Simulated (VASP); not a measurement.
Write the native input for VASP 6.6.1 that does the following.

```yaml
Task: single point
Functional: PBE
Potentials_or_basis: VASP PAW PBE potentials, release 64 (W_sv, Si)
Cutoff: 520 eV
k_mesh: 15 × 15 × 1
Occupations: gaussian, width 0.1 eV
Spin: no spin polarisation
Dipole_correction: yes
Further_INCAR_settings: ALGO = Fast; EDIFF = 1e-06; NBANDS = 76
```

The structure of SiW9 lies in POSCAR:

```
SiW9
1.0
    4.5178466500      0.0000000000      0.0000000000
   -2.2589233200      3.9125699700      0.0000000000
    0.0000000000      0.0000000000     27.1176125736
W Si
9 1
Direct
    0.6666666663      0.3333333329      0.3134494225
    0.3333333329      0.6666666666      0.3474569013
    0.0000000000      0.0000000000      0.3814643707
    0.6666666663      0.3333333329      0.4154718496
    0.3333333329      0.6666666666      0.4486656801
    0.0000000000      0.0000000000      0.4810557742
    0.6666666663      0.3333333329      0.5182917934
    0.3333333329      0.6666666666      0.5506022655
    0.0000000000      0.0000000000      0.5753813022
    0.0000000000      0.0000000000      0.6660400016
```

The input as run:

INCAR

```
PREC = Accurate
ENCUT = 520
EDIFF = 1E-6
ISMEAR = 0
SIGMA = 0.1
LREAL = F
LASPH = T
NELM = 100
ALGO = Fast
ISIF = 2
LWAVE = F
LCHARG = T
LDIPOL = T
IDIPOL = 3
DIPOL = 0.5 0.5 0.470
GGA = PE
LELF = T
LVHAR = T
LVACPOTAV = T
NBANDS = 76
```

KPOINTS

```
Automatic mesh
0
Gamma
  15 15 1
```

Potentials or basis: VASP PAW PBE potentials, release 64 (W_sv, Si).

Run with:

```bash
$ cat potpaw_PBE.64/W_sv/POTCAR potpaw_PBE.64/Si/POTCAR > POTCAR
$ mpirun -np 1 vasp_std > vasp.out
```

It gave:

```json
{
 "Largest force": "2.629 eV/Å",
 "Band gap on the k mesh": "zero (bands 65 and 66 overlap by 0.29 eV)"
}
```

Caveat: spin-orbit coupling is left out, which moves the levels of the heavy elements.

Run time: 55 min on 1 thread of Oxide Virtual Turin-like Processor, on a shared host, peak memory 0.98 GiB.
